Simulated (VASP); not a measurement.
# Sn (I4/mmm) in VASP: a series of runs

The runs below take Sn through single point, with PBEsol.

All numbers are computed with VASP 6.6.1; they aren't measurements. Logs are shortened: lines on timing, memory, paths and dates and some standing lists are left out, and cuts for length are marked.

**1. The cell of the first run**

Symmetry: I4/mmm, No. 139, tetragonal system. The conventional cell has a = 4.100 Å, b = 4.100 Å, c = 3.255 Å, α = 90.00°, β = 90.00°, γ = 90.00°. Within 4.3 Å of Sn (site symmetry 4/mmm) lie 14 Sn at 3.26 to 4.10 Å.

**2. Single point, PBEsol**

Input file INCAR:

```
SYSTEM = Sn
PREC = Accurate
ENCUT = 500
EDIFF = 1E-6
ISMEAR = -1
SIGMA = 0.05
LREAL = .FALSE.
LASPH = .TRUE.
NELM = 120
ALGO = Normal
ISIF = 2
LWAVE = .FALSE.
LCHARG = .TRUE.
GGA = PS
LELF = .TRUE.
LVHAR = .TRUE.
NBANDS = 13
GGA_COMPAT = .FALSE.
```

Input file KPOINTS:

```
regular mesh
0
G
  10 10 10
  0 0 0
```

Input file POSCAR:

```
Sn
1.0
   -2.0497908469      2.0497908469      1.6275447898
    2.0497908469     -2.0497908469      1.6275447898
    2.0497908469      2.0497908469     -1.6275447898
Sn
1
Direct
    0.0000000000      0.0000000000      0.0000000000
```

Potentials or basis: VASP PAW PBE potentials, release 64 (Sn_d).

Command:

```sh
cat potpaw_PBE.64/Sn_d/POTCAR > POTCAR
mpirun -np 1 vasp_std > vasp.out
```

OUTCAR:

```text
SYSTEM = Sn
   PREC = Accurate
   ENCUT = 500
   EDIFF = 1E-6
   ISMEAR = -1
   LREAL = .FALSE.
   LASPH = .TRUE.
   NELM = 120
   ISIF = 2
   GGA = PS

 ion  position               nearest neighbor table
   1  0.000  0.000  0.000-

  LATTYP: Found a body centered tetragonal cell.
 ALAT       =     4.0995816938
 C/A-ratio  =     0.7940052968

  Lattice vectors:

 A1 = (  -2.0497908469,   2.0497908469,   1.6275447898)
 A2 = (   2.0497908469,  -2.0497908469,   1.6275447898)
 A3 = (   2.0497908469,   2.0497908469,  -1.6275447898)

Analysis of symmetry for initial positions (statically):
=====================================================================
 Subroutine PRICEL returns:
 Original cell was already a primitive cell.

 Routine SETGRP: Setting up the symmetry group for a
 body centered tetragonal supercell.

 Subroutine GETGRP returns: Found 16 space group operations
 (whereof 16 operations were pure point group operations)
 out of a pool of 16 trial point group operations.

The static configuration has the point symmetry D_4h.

Analysis of symmetry for dynamics (positions and initial velocities):
=====================================================================
 Subroutine PRICEL returns:
 Original cell was already a primitive cell.

 Routine SETGRP: Setting up the symmetry group for a
 body centered tetragonal supercell.

 Subroutine GETGRP returns: Found 16 space group operations
 (whereof 16 operations were pure point group operations)
 out of a pool of 16 trial point group operations.

The dynamic configuration has the point symmetry D_4h.

 Subroutine INISYM returns: Found 16 space group operations
 (whereof 16 operations are pure point group operations),
 and found     1 'primitive' translations

----------------------------------------------------------------------------------------

                                     Primitive cell

  volume of cell :      27.3534

  direct lattice vectors                    reciprocal lattice vectors
    -2.049790847  2.049790847  1.627544790     0.000000000  0.243927326  0.307211207
     2.049790847 -2.049790847  1.627544790     0.243927326  0.000000000  0.307211207
     2.049790847  2.049790847 -1.627544790     0.243927326  0.243927326  0.000000000

  length of vectors
     3.324482979  3.324482979  3.324482979     0.392274478  0.392274478  0.344965333

  position of ions in fractional coordinates (direct lattice)
     0.000000000  0.000000000  0.000000000

  ion indices of the primitive-cell ions
   primitive index   ion index
                 1           1

----------------------------------------------------------------------------------------

 KPOINTS: regular mesh

Automatic generation of k-mesh.
 Grid dimensions read from file:
 generate k-points for:   10   10   10

 Generating k-lattice:

  Cartesian coordinates                     Fractional coordinates (reciprocal lattice)
     0.000000000  0.024392733  0.030721121     0.100000000  0.000000000  0.000000000
     0.024392733  0.000000000  0.030721121     0.000000000  0.100000000  0.000000000
     0.024392733  0.024392733  0.000000000     0.000000000  0.000000000  0.100000000

  Length of vectors
     0.039227448  0.039227448  0.034496533

  Shift w.r.t. Gamma in fractional coordinates (k-lattice)
     0.000000000  0.000000000  0.000000000

 Subroutine IBZKPT returns following result:
 ===========================================

 Found    102 irreducible k-points:

 Following reciprocal coordinates:
            Coordinates               Weight
  0.000000  0.000000  0.000000      1.000000
  0.100000  0.000000  0.000000      8.000000
  0.200000  0.000000  0.000000      8.000000
  0.300000  0.000000 -0.000000      8.000000
  0.400000  0.000000 -0.000000      8.000000
  0.500000  0.000000  0.000000      4.000000
[... 16 lines left out ...]
  0.300000  0.300000 -0.000000      8.000000
  0.400000  0.300000 -0.000000     16.000000
 [... further k-points ...]
   k-points           NKPTS =    102   k-points in BZ     NKDIM =    102   number of bands    NBANDS=     13
   number of dos      NEDOS =    301   number of ions     NIONS =      1
   total plane-waves  NPLWV =  13824
   dimension x,y,z NGX =    24 NGY =   24 NGZ =   24
   dimension x,y,z NGXF=    48 NGYF=   48 NGZF=   48
   ions per type =               1
   NGX,Y,Z   is equivalent  to a cutoff of  12.00, 12.00, 12.00 a.u.
   NGXF,Y,Z  is equivalent  to a cutoff of  24.00, 24.00, 24.00 a.u.
 SYSTEM =  Sn
   PREC   = accura    normal or accurate (medium, high low for compatibility)
   ISTART =      0    job   : 0-new  1-cont  2-samecut
   ICHARG =      2    charge: 1-file 2-atom 10-const
   ISPIN  =      1    spin polarized calculation?
   LNONCOLLINEAR =      F non collinear calculations
   LSORBIT =      F    spin-orbit coupling
   LASPH  =      T    aspherical Exc in radial PAW
   ENCUT  =  500.0 eV  36.75 Ry    6.06 a.u.   6.06  6.06  6.06*2*pi/ulx,y,z
   NELM   =    120;   NELMIN=  2; NELMDL= -5     # of ELM steps
   EDIFF  = 0.1E-05   stopping-criterion for ELM
   LREAL  =      F    real-space projection
   EDIFFG = 0.1E-04   stopping-criterion for IOM
   NSW    =      0    number of steps for IOM
   IBRION =     -1    ionic relax: 0-MD 1-quasi-New 2-CG
   NFREE  =      0    steps in history (QN), initial steepest desc. (CG)
   ISIF   =      2    stress and relaxation
   ISYM   =      2    0-nonsym 1-usesym 2-fastsym
   POTIM  = 0.5000    time-step for ionic-motion
   TEBEG  =    0.0;   TEEND  =   0.0 temperature during run
   PSTRESS=    0.0 pullay stress
   NELECT =      14.0000    total number of electrons
   NUPDOWN=      -1.0000    fix difference up-down
   EMIN   =  10.00;   EMAX   =-10.00  energy-range for DOS
   EFERMI =   0.00;   METHOD = LEGACY
   ISMEAR =    -1;   SIGMA  =   0.05  broadening in eV -4-tet -1-fermi 0-gaus
   EFERMI_NEDOS =   21; number of points for ismear=-14 and -15
   IALGO  =     38    algorithm
   IMIX   =      4    mixing-type and parameters
     AMIX     =   0.40;   BMIX     =  1.00
     AMIX_MAG =   1.60;   BMIX_MAG =  1.00
  volume/ion in A,a.u.               =      27.35       184.59
  Fermi-wavevector in a.u.,A,eV,Ry     =   1.309524  2.474642 23.331997  1.714853
  Thomas-Fermi vector in A             =   2.440117
   LORBIT       =      0    0 simple, 1 ext, 2 COOP (PROOUT), +10 PAW based schemes
   GGA     = PS    functional components
   LHFCALC =     F    Hartree Fock is set to
   AEXX    =    0.0000 exact exchange contribution
   IVDW    =     0    specifies the selected vdW correction
   LEPSILON=     F    determine dielectric tensor
   LRPA    =     F    only Hartree local field effects (RPA)
 non-spin polarized calculation
  energy-cutoff  :      500.00
  volume of cell :       27.35
 maximum number of plane-waves:       718
   NGX = 13   NGY = 13   NGZ = 13

 number of electron      14.0000000 magnetization

 Free energy of the ion-electron system (eV)
  ---------------------------------------------------
  ext. energy  EPLUGINS =         0.00000000
  ---------------------------------------------------
  free energy    TOTEN  =        -4.21949266 eV

  energy without entropy =       -4.21366241  energy(sigma->0) =       -4.21657753

 E-fermi :   7.7752     XC(G=0): -10.4623

 val. band max:        7.7538525402   @ k =  -0.2000   0.4000   0.2000
 cond. band min:       7.7784381310   @ k =  -0.3000   0.3000   0.3000
 fundamental gap:      0.0245855908
 Fermi energy:         7.7752236989

 k-point     1 :       0.0000    0.0000    0.0000
  band No.  band energies     occupation
      1     -13.6329      2.00000
      2     -13.5697      2.00000
      3     -13.5384      2.00000
      4     -13.5384      2.00000
      5     -13.4352      2.00000
      6      -3.2462      2.00000
      7      14.2942      0.00000
      8      14.2942      0.00000
      9      17.4487      0.00000
     10      17.7629      0.00000
     11      18.8051      0.00000
     12      20.6143      0.00000
     13      20.6143      0.00000

 k-point     2 :       0.1000    0.0000    0.0000
  band No.  band energies     occupation
      1     -13.6227      2.00000
      2     -13.5566      2.00000
      3     -13.5376      2.00000
      4     -13.5368      2.00000
      5     -13.4405      2.00000
      6      -3.0049      2.00000
      7      13.6445      0.00000
      8      13.7542      0.00000
      9      15.8157      0.00000
     10      18.4745      0.00000
     11      18.9662      0.00000
     12      19.4815      0.00000
     13      19.8745      0.00000

 k-point     3 :       0.2000    0.0000    0.0000
  band No.  band energies     occupation
      1     -13.6151      2.00000
      2     -13.5540      2.00000
      3     -13.5129      2.00000
      4     -13.5056      2.00000
      5     -13.4529      2.00000
      6      -2.2788      2.00000
      7      11.9139      0.00000
      8      12.5646      0.00000
      9      13.4770      0.00000
     10      17.3469      0.00000
     11      17.3736      0.00000
     12      20.8785      0.00000
     13      20.9880      0.00000
[... 305 lines left out ...]
 k-point    23 :       0.3000    0.3000   -0.0000
  band No.  band energies     occupation
      1     -13.6151      2.00000
      2     -13.5335      2.00000
      3     -13.4799      2.00000
      4     -13.4583      2.00000
      5     -13.4090      2.00000
      6       2.7703      2.00000
      7       4.8262      2.00000
      8       6.3523      2.00000
      9      11.6016      0.00000
     10      16.5892      0.00000
     11      17.9771      0.00000
     12      23.0321      0.00000
     13      23.5577      0.00000

 k-point    24 :       0.4000    0.3000   -0.0000
  band No.  band energies     occupation
      1     -13.5974      2.00000
      2     -13.5182      2.00000
      3     -13.4918      2.00000
      4     -13.4629      2.00000
      5     -13.4431      2.00000
      6       1.7480      2.00000
      7       5.2440      2.00000
      8       6.8920      2.00000
      9      12.3146      0.00000
     10      16.6925      0.00000
     11      18.8078      0.00000
     12      23.8539      0.00000
     13      24.7741      0.00000

 [... further k-points ...]

------------------------ aborting loop because EDIFF is reached ----------------------------------------

  FORCE on cell =-STRESS in cart. coord.  units (eV):
  Direction    XX          YY          ZZ          XY          YZ          ZX
  --------------------------------------------------------------------------------------
  -------------------------------------------------------------------------------------
  Total       -0.4737603     -0.4737603      0.1074248      0.0000000      0.0000000     -0.0000000
  in kB      -27.7496335    -27.7496335      6.2922072      0.0000000      0.0000000     -0.0000000
  external PRESSURE =     -16.4023532 kB  Pullay stress =       0.0000000 kB

 VOLUME and BASIS-vectors are now :
 -----------------------------------------------------------------------------
  energy-cutoff  :      500.00
  volume of cell :       27.35
      direct lattice vectors                 reciprocal lattice vectors
    -2.049790847  2.049790847  1.627544790     0.000000000  0.243927326  0.307211207
     2.049790847 -2.049790847  1.627544790     0.243927326  0.000000000  0.307211207
     2.049790847  2.049790847 -1.627544790     0.243927326  0.243927326  0.000000000

 POSITION                                       TOTAL-FORCE (eV/Angst)
 -----------------------------------------------------------------------------------
      0.00000      0.00000      0.00000        -0.000000      0.000000     -0.000000
 -----------------------------------------------------------------------------------
    total drift:                                0.000000      0.000000     -0.000000

  FREE ENERGIE OF THE ION-ELECTRON SYSTEM (eV)
  ---------------------------------------------------
  free  energy   TOTEN  =        -4.2194926566 eV

  energy  without entropy=       -4.2136624124  energy(sigma->0) =       -4.21657753
```

Wall time 31 s (1 thread of Intel Xeon 8259CL, shared host); peak memory 0.15 GiB.

What came out:

- Free energy: -4.2195 eV
- Pressure: -1.6 GPa
- Band gap on the k mesh: zero (bands 7 and 8 overlap by 8.46 eV)

Stress tensor (GPa, compression positive):
```
-2.77  0.00  0.00
 0.00 -2.77  0.00
 0.00  0.00  0.63
```

Caveat: the PAW data sets were made with another functional, which shifts forces and pressure a little; spin-orbit coupling is left out, which moves the levels of the heavy elements.

[end of part 1 of 2]

The gap in the log of VASP goes by the Fermi energy; the results here count the filled bands.